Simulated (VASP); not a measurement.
# AlN (P6_3mc) in VASP: notebook

The runs below take AlN through single point, relaxation of cell and atoms, with LDA.

Everything below comes from runs of VASP 6.6.1. Logs are shortened: lines on timing, memory, paths and dates and some standing lists are left out, and cuts for length are marked.

**1. The cell of the first run**

The structure is hexagonal, space group P6_3mc (No. 186). Conventional cell: a = 3.080 Å, b = 3.080 Å, c = 4.926 Å, α = 90.00°, β = 90.00°, γ = 120.00°. Al (site symmetry 3m) has 4 N at 1.87 to 1.88 Å within 2.5 Å. Within 2.5 Å of N (site symmetry 3m) lie 4 Al at 1.87 to 1.88 Å.

**2. Single point, LDA**

File INCAR:

```
  PREC = Accurate
  ENCUT = 520
  EDIFF = 1E-6
  ISMEAR = 0
  SIGMA = 0.01
  LREAL = False
  LASPH = True
  NELM = 80
  ALGO = Normal
  ISIF = 2
  LWAVE = False
  LCHARG = False
  GGA = CA
  NBANDS = 16
```

File KPOINTS:

```
regular mesh
0
Gamma
  8 8 6
```

File POSCAR:

```
AlN
1.0
    3.0797654171      0.0000000000      0.0000000000
   -1.5398827086      2.6671550889      0.0000000000
    0.0000000000      0.0000000000      4.9257070825
Al N
2 2
Direct
    0.3333333333      0.6666666667     -0.0010791598
    0.6666666667      0.3333333333      0.4989208402
    0.3333333333      0.6666666667      0.3810791598
    0.6666666667      0.3333333333      0.8810791598
```

Potentials or basis: VASP PAW LDA potentials, release 64 (Al, N).

On the command line:

```bash
> cat potpaw_LDA.64/Al/POTCAR potpaw_LDA.64/N/POTCAR > POTCAR
> mpirun -np 1 vasp_std > vasp.out
```

OUTCAR:

```text
PREC = Accurate
   ENCUT = 520
   EDIFF = 1E-6
   ISMEAR = 0
   LREAL = False
   LASPH = True
   NELM = 80
   ISIF = 2
   GGA = CA

 ion  position               nearest neighbor table
   1  0.333  0.667  0.999-   4 1.87   4 1.87   4 1.87   3 1.88   2 3.04   2 3.04   2 3.04   2 3.04
                             2 3.04   2 3.04
   2  0.667  0.333  0.499-   3 1.87   3 1.87   3 1.87   4 1.88   1 3.04   1 3.04   1 3.04   1 3.04
                             1 3.04   1 3.04
   3  0.333  0.667  0.381-   2 1.87   2 1.87   2 1.87   1 1.88
   4  0.667  0.333  0.881-   1 1.87   1 1.87   1 1.87   2 1.88

  LATTYP: Found a hexagonal cell.
 ALAT       =     3.0797654171
 C/A-ratio  =     1.5993773601

  Lattice vectors:

 A1 = (   3.0797654171,   0.0000000000,   0.0000000000)
 A2 = (  -1.5398827086,   2.6671550889,   0.0000000000)
 A3 = (   0.0000000000,   0.0000000000,   4.9257070825)

Analysis of symmetry for initial positions (statically):
=====================================================================
 Subroutine PRICEL returns:
 Original cell was already a primitive cell.

 Routine SETGRP: Setting up the symmetry group for a
 hexagonal supercell.

 Subroutine GETGRP returns: Found 12 space group operations
 (whereof  6 operations were pure point group operations)
 out of a pool of 24 trial point group operations.

The static configuration has the point symmetry C_3v.
 The point group associated with its full space group is C_6v.

Analysis of symmetry for dynamics (positions and initial velocities):
=====================================================================
 Subroutine PRICEL returns:
 Original cell was already a primitive cell.

 Routine SETGRP: Setting up the symmetry group for a
 hexagonal supercell.

 Subroutine GETGRP returns: Found 12 space group operations
 (whereof  6 operations were pure point group operations)
 out of a pool of 24 trial point group operations.

The dynamic configuration has the point symmetry C_3v.
 The point group associated with its full space group is C_6v.

 Subroutine INISYM returns: Found 12 space group operations
 (whereof  6 operations are pure point group operations),
 and found     1 'primitive' translations

----------------------------------------------------------------------------------------

                                     Primitive cell

  volume of cell :      40.4608

  direct lattice vectors                    reciprocal lattice vectors
     3.079765417  0.000000000  0.000000000     0.324700055  0.187465664  0.000000000
    -1.539882709  2.667155089  0.000000000     0.000000000  0.374931328  0.000000000
     0.000000000  0.000000000  4.925707082     0.000000000  0.000000000  0.203016538

  length of vectors
     3.079765417  3.079765417  4.925707082     0.374931328  0.374931328  0.203016538

  position of ions in fractional coordinates (direct lattice)
     0.333333333  0.666666667  0.998920840
     0.666666667  0.333333333  0.498920840
     0.333333333  0.666666667  0.381079160
     0.666666667  0.333333333  0.881079160

  ion indices of the primitive-cell ions
   primitive index   ion index
                 1           1
                 2           2
                 3           3
                 4           4

----------------------------------------------------------------------------------------

 KPOINTS: regular mesh

Automatic generation of k-mesh.
 Grid dimensions read from file:
 generate k-points for:    8    8    6

 Generating k-lattice:

  Cartesian coordinates                     Fractional coordinates (reciprocal lattice)
     0.040587507  0.023433208  0.000000000     0.125000000  0.000000000  0.000000000
     0.000000000  0.046866416  0.000000000     0.000000000  0.125000000  0.000000000
     0.000000000  0.000000000  0.033836090     0.000000000  0.000000000  0.166666667

  Length of vectors
     0.046866416  0.046866416  0.033836090

  Shift w.r.t. Gamma in fractional coordinates (k-lattice)
     0.000000000  0.000000000  0.000000000

 Subroutine IBZKPT returns following result:
 ===========================================

 Found     40 irreducible k-points:

 Following reciprocal coordinates:
            Coordinates               Weight
  0.000000  0.000000  0.000000      1.000000
  0.125000  0.000000  0.000000      6.000000
  0.250000  0.000000  0.000000      6.000000
  0.375000 -0.000000  0.000000      6.000000
  0.500000  0.000000  0.000000      3.000000
  0.125000  0.125000  0.000000      6.000000
[... 16 lines left out ...]
  0.250000  0.000000  0.333333     12.000000
  0.375000 -0.000000  0.333333     12.000000
 [... further k-points ...]
   k-points           NKPTS =     40   k-points in BZ     NKDIM =     40   number of bands    NBANDS=     16
   number of dos      NEDOS =    301   number of ions     NIONS =      4
   total plane-waves  NPLWV =  23040
   dimension x,y,z NGX =    24 NGY =   24 NGZ =   40
   dimension x,y,z NGXF=    48 NGYF=   48 NGZF=   80
   ions per type =               2   2
   NGX,Y,Z   is equivalent  to a cutoff of  12.96, 12.96, 13.50 a.u.
   NGXF,Y,Z  is equivalent  to a cutoff of  25.91, 25.91, 27.00 a.u.
 SYSTEM =  unknown system
   PREC   = accura    normal or accurate (medium, high low for compatibility)
   ISTART =      0    job   : 0-new  1-cont  2-samecut
   ICHARG =      2    charge: 1-file 2-atom 10-const
   ISPIN  =      1    spin polarized calculation?
   LNONCOLLINEAR =      F non collinear calculations
   LSORBIT =      F    spin-orbit coupling
   LASPH  =      T    aspherical Exc in radial PAW
   ENCUT  =  520.0 eV  38.22 Ry    6.18 a.u.   5.73  5.73  9.16*2*pi/ulx,y,z
   NELM   =     80;   NELMIN=  2; NELMDL= -5     # of ELM steps
   EDIFF  = 0.1E-05   stopping-criterion for ELM
   LREAL  =      F    real-space projection
   EDIFFG = 0.1E-04   stopping-criterion for IOM
   NSW    =      0    number of steps for IOM
   IBRION =     -1    ionic relax: 0-MD 1-quasi-New 2-CG
   NFREE  =      0    steps in history (QN), initial steepest desc. (CG)
   ISIF   =      2    stress and relaxation
   ISYM   =      2    0-nonsym 1-usesym 2-fastsym
   POTIM  = 0.5000    time-step for ionic-motion
   TEBEG  =    0.0;   TEEND  =   0.0 temperature during run
   PSTRESS=    0.0 pullay stress
   NELECT =      16.0000    total number of electrons
   NUPDOWN=      -1.0000    fix difference up-down
   EMIN   =  10.00;   EMAX   =-10.00  energy-range for DOS
   EFERMI =   0.00;   METHOD = LEGACY
   ISMEAR =     0;   SIGMA  =   0.01  broadening in eV -4-tet -1-fermi 0-gaus
   EFERMI_NEDOS =   21; number of points for ismear=-14 and -15
   IALGO  =     38    algorithm
   IMIX   =      4    mixing-type and parameters
     AMIX     =   0.40;   BMIX     =  1.00
     AMIX_MAG =   1.60;   BMIX_MAG =  1.00
  volume/ion in A,a.u.               =      10.12        68.26
  Fermi-wavevector in a.u.,A,eV,Ry     =   1.201628  2.270747 19.645582  1.443910
  Thomas-Fermi vector in A             =   2.337432
   LORBIT       =      0    0 simple, 1 ext, 2 COOP (PROOUT), +10 PAW based schemes
   GGA     = CA    functional components
   LHFCALC =     F    Hartree Fock is set to
   AEXX    =    0.0000 exact exchange contribution
   IVDW    =     0    specifies the selected vdW correction
   LEPSILON=     F    determine dielectric tensor
   LRPA    =     F    only Hartree local field effects (RPA)
 non-spin polarized calculation
 Gauss-broadening in eV      SIGMA  =   0.01
  energy-cutoff  :      520.00
  volume of cell :       40.46
 maximum number of plane-waves:      1104
 NGX is ok and might be reduce to    24
   NGX = 11   NGY = 11   NGZ = 19

 number of electron      15.9999996 magnetization

 Free energy of the ion-electron system (eV)
  ---------------------------------------------------
  ext. energy  EPLUGINS =         0.00000000
  ---------------------------------------------------
  free energy    TOTEN  =       -32.83682954 eV

  energy without entropy =      -32.83682954  energy(sigma->0) =      -32.83682954

 E-fermi :   6.2713     XC(G=0): -11.3844

 val. band max:        6.2127541554   @ k =   0.0000   0.0000   0.0000
 cond. band min:      10.7160528423   @ k =   0.0000   0.0000   0.0000
 fundamental gap:      4.5032986869
 Fermi energy:         6.2713319846

 k-point     1 :       0.0000    0.0000    0.0000
  band No.  band energies     occupation
      1      -9.0239      2.00000
      2      -6.6968      2.00000
      3       0.0125      2.00000
      4       5.3094      2.00000
      5       5.3094      2.00000
      6       5.9749      2.00000
[... 8 lines left out ...]
     15      19.4164      0.00000
     16      19.4223      0.00000

 k-point     2 :       0.1250    0.0000    0.0000
  band No.  band energies     occupation
      1      -8.8147      2.00000
      2      -6.5781      2.00000
      3       0.2552      2.00000
      4       4.4183      2.00000
      5       5.0565      2.00000
      6       5.1619      2.00000
[... 8 lines left out ...]
     15      19.1044      0.00000
     16      19.3353      0.00000

 k-point     3 :       0.2500    0.0000    0.0000
  band No.  band energies     occupation
      1      -8.2279      2.00000
      2      -6.2965      2.00000
      3       0.9534      2.00000
      4       2.6476      2.00000
      5       3.7089      2.00000
      6       4.5762      2.00000
[... 8 lines left out ...]
     15      18.4457      0.00000
     16      19.5344      0.00000

 k-point     4 :       0.3750   -0.0000    0.0000
  band No.  band energies     occupation
      1      -7.4237      2.00000
      2      -6.0944      2.00000
      3       1.1553      2.00000
      4       1.9796      2.00000
      5       2.4556      2.00000
      6       4.1867      2.00000
[... 8 lines left out ...]
     15      18.5632      0.00000
     16      21.1655      0.00000
[... 324 lines left out ...]
 k-point    22 :       0.1250    0.0000    0.3333
  band No.  band energies     occupation
      1      -8.3854      2.00000
      2      -7.3130      2.00000
      3       1.5476      2.00000
      4       3.9434      2.00000
      5       4.7708      2.00000
      6       5.2596      2.00000
[... 8 lines left out ...]
     15      18.5690      0.00000
     16      18.6699      0.00000

 k-point    23 :       0.2500    0.0000    0.3333
  band No.  band energies     occupation
      1      -7.8374      2.00000
      2      -6.8970      2.00000
      3       1.5427      2.00000
      4       2.7022      2.00000
      5       3.7190      2.00000
      6       4.8387      2.00000
[... 8 lines left out ...]
     15      18.6191      0.00000
     16      19.5064      0.00000

 k-point    24 :       0.3750   -0.0000    0.3333
  band No.  band energies     occupation
      1      -7.1183      2.00000
      2      -6.4530      2.00000
      3       0.7619      2.00000
      4       1.4430      2.00000
      5       3.7030      2.00000
      6       4.4832      2.00000
[... 8 lines left out ...]
     15      18.5806      0.00000
     16      20.4415      0.00000

 [... further k-points ...]
[... 5 lines left out ...]
  --------------------------------------------------------------------------------------
  -------------------------------------------------------------------------------------
  Total        0.6714593      0.6714593      0.6659870     -0.0000000     -0.0000000      0.0000000
  in kB       26.5886196     26.5886196     26.3719275     -0.0000000     -0.0000000      0.0000000
  external PRESSURE =      26.5163889 kB  Pullay stress =       0.0000000 kB

 VOLUME and BASIS-vectors are now :
 -----------------------------------------------------------------------------
  energy-cutoff  :      520.00
  volume of cell :       40.46
      direct lattice vectors                 reciprocal lattice vectors
     3.079765417  0.000000000  0.000000000     0.324700055  0.187465664  0.000000000
    -1.539882709  2.667155089  0.000000000     0.000000000  0.374931328  0.000000000
     0.000000000  0.000000000  4.925707082     0.000000000  0.000000000  0.203016538

 POSITION                                       TOTAL-FORCE (eV/Angst)
 -----------------------------------------------------------------------------------
     -0.00000      1.77810      4.92039         0.000000      0.000000     -0.001611
      1.53988      0.88905      2.45754         0.000000      0.000000     -0.001611
     -0.00000      1.77810      1.87708         0.000000     -0.000000      0.001611
      1.53988      0.88905      4.33994        -0.000000      0.000000      0.001611
 -----------------------------------------------------------------------------------
    total drift:                               -0.000000      0.000000     -0.000966

  FREE ENERGIE OF THE ION-ELECTRON SYSTEM (eV)
  ---------------------------------------------------
  free  energy   TOTEN  =       -32.8368295352 eV

  energy  without entropy=      -32.8368295352  energy(sigma->0) =      -32.83682954
```

Run time: 28 s. Hardware: 1 thread of Intel Xeon 8259CL, shared host; peak memory 0.15 GiB.

Results:

- Free energy: -32.8368 eV
- Pressure: 2.7 GPa
- Band gap on the k mesh: 4.50 eV

**3. Single point, LDA**

File INCAR:

```
PREC = Accurate
ENCUT = 520
EDIFF = 1E-6
ISMEAR = 0
SIGMA = 0.01
LREAL = F
LASPH = T
NELM = 100
ALGO = Normal
ISIF = 2
LWAVE = F
LCHARG = F
NBANDS = 16
```

File KPOINTS:

```
Automatic mesh
0
Gamma
  8 8 6
```

File POSCAR:

```
AlN
1.0
    3.0799455759      0.0000000000      0.0000000000
   -1.5399727880      2.6673111110      0.0000000000
    0.0000000000      0.0000000000      4.9262126893
Al N
2 2
Direct
    0.3333333333      0.6666666667     -0.0010695700
    0.6666666667      0.3333333333      0.4989304300
    0.3333333333      0.6666666667      0.3810695700
    0.6666666667      0.3333333333      0.8810695700
```

Potentials or basis: VASP PAW LDA potentials, release 64 (Al, N).

On the command line:

```bash
> cat potpaw_LDA.64/Al/POTCAR potpaw_LDA.64/N/POTCAR > POTCAR
> mpirun -np 1 vasp_std > vasp.out
```

Run time: 28 s. Hardware: 1 thread of Intel Xeon 8259CL, shared host; peak memory 0.15 GiB.

The run converged. Its results:

```
Free energy            : -32.8370 eV
Pressure               : 2.6 GPa
Band gap on the k mesh : 4.50 eV
```

Forces in eV/Å, atoms in the order of the input:
```
Al   0.000  0.000 -0.002
Al   0.000  0.000 -0.002
N    0.000  0.000  0.002
N    0.000  0.000  0.002
```

Levels at points of the mesh, in eV from the valence-band top:
```csv
k point,band 4,band 5,band 6,band 7,band 8,band 9,band 10,band 11,band 12,band 13
"(0.00, 0.00, 0.00)",-0.90,-0.90,-0.24,-0.24,0.00,4.50,6.80,10.73,11.15,11.15
"(0.50, 0.00, 0.00)",-4.28,-3.46,-2.17,-1.86,-0.72,5.74,5.75,8.34,10.35,10.90
"(0.00, 0.00, 0.50)",-3.39,-0.58,-0.58,-0.58,-0.58,6.68,6.68,10.39,10.39,11.48
"(0.50, 0.00, 0.50)",-5.79,-1.53,-1.53,-1.41,-1.41,5.29,5.29,9.26,9.26,12.02
```

A k mesh can miss the band edges. As with any semilocal functional, this LDA gap is likely too small.

**4. Relaxation of cell and atoms, LDA, target pressure 2 GPa, at which the enthalpy is minimised**

This run uses another cell than the first one, of 10.21 Å³/atom.

File INCAR:

```
PREC = Accurate
ENCUT = 600
EDIFF = 1E-7
ISMEAR = 0
SIGMA = 0.01
LREAL = False
LASPH = True
NELM = 100
ALGO = Normal
ISIF = 3
LWAVE = False
LCHARG = False
IBRION = 2
NSW = 100
EDIFFG = -0.002
PSTRESS = 20.0
```

File KPOINTS:

```
regular mesh
0
Gamma
  8 8 6
```

File POSCAR:

```
AlN
1.0
    3.0887701900      0.0000000000      0.0000000000
   -1.5443850950      2.6749534510      0.0000000000
    0.0000000000      0.0000000000      4.9432633647
Al N
2 2
Direct
    0.3333333333      0.6666666667     -0.0009925721
    0.6666666667      0.3333333333      0.4990074279
    0.3333333333      0.6666666667      0.3809925721
    0.6666666667      0.3333333333      0.8809925721
```

On the command line:

```bash
> cat potpaw_LDA.64/Al/POTCAR potpaw_LDA.64/N/POTCAR > POTCAR
> mpirun -np 1 vasp_std > vasp.out
```

Run time: 2.6 min. Hardware: 1 thread of Intel Xeon 8259CL, shared host; peak memory 0.16 GiB.

It converged, with:

| Quantity | Value |
| --- | --- |
| Free energy | -32.8400 eV |
| Relaxed volume | 10.14 Å³/atom |
| Relaxed cell | a = 3.082 Å, b = 3.082 Å, c = 4.930 Å, α = 90.00°, β = 90.00°, γ = 120.00° |
| Space group after relaxing (to 0.1 Å) | P6_3mc (No. 186) |
| Energy change on relaxing (the run minimises the enthalpy) | +0.5 meV/atom |
| Ionic steps | 8 |
| Pressure after relaxing | 2.0 GPa |
| Band gap on the k mesh | 4.48 eV |

The path:
```csv
step,energy change (eV),largest force (eV/Å),pressure (GPa),volume (Å³)
1,0.0000,0.0006,0.55,40.84
2,0.0068,0.0065,3.49,40.30
3,0.0022,0.0036,2.00,40.57
4,0.0022,0.0036,2.03,40.56
5,0.0022,0.0036,2.03,40.56
6,0.0022,0.0036,2.03,40.56
7,0.0021,0.0031,1.97,40.57
8,0.0022,0.0001,2.00,40.57
```

Final structure:
```yaml
crystal:
  lattice:
    - [3.08243, 0.00000, 0.00000]
    - [-1.54122, 2.66946, 0.00000]
    - [0.00000, 0.00000, 4.93023]
  atoms:
    - { symbol: Al, position: [0.33333, 0.66667, 0.99892] }
    - { symbol: Al, position: [0.66667, 0.33333, 0.49892] }
    - { symbol: N, position: [0.33333, 0.66667, 0.38108] }
    - { symbol: N, position: [0.66667, 0.33333, 0.88108] }
```

Levels at points of the mesh, in eV from the valence-band top:
```
           k point  band 4  band 5  band 6  band 7  band 8  band 9  band 10  band 11  band 12
(0.00, 0.00, 0.00)   -0.90   -0.90   -0.24   -0.24    0.00    4.48     6.78    10.71    11.14
(0.50, 0.00, 0.00)   -4.28   -3.46   -2.17   -1.85   -0.72    5.74     5.74     8.32    10.34
(0.00, 0.00, 0.50)   -3.38   -0.58   -0.58   -0.58   -0.58    6.66     6.66    10.37    10.37
(0.50, 0.00, 0.50)   -5.78   -1.52   -1.52   -1.41   -1.41    5.28     5.28     9.24     9.24
```

Caveat: the cell is relaxed towards a set pressure, so the run minimises the enthalpy, not the energy.
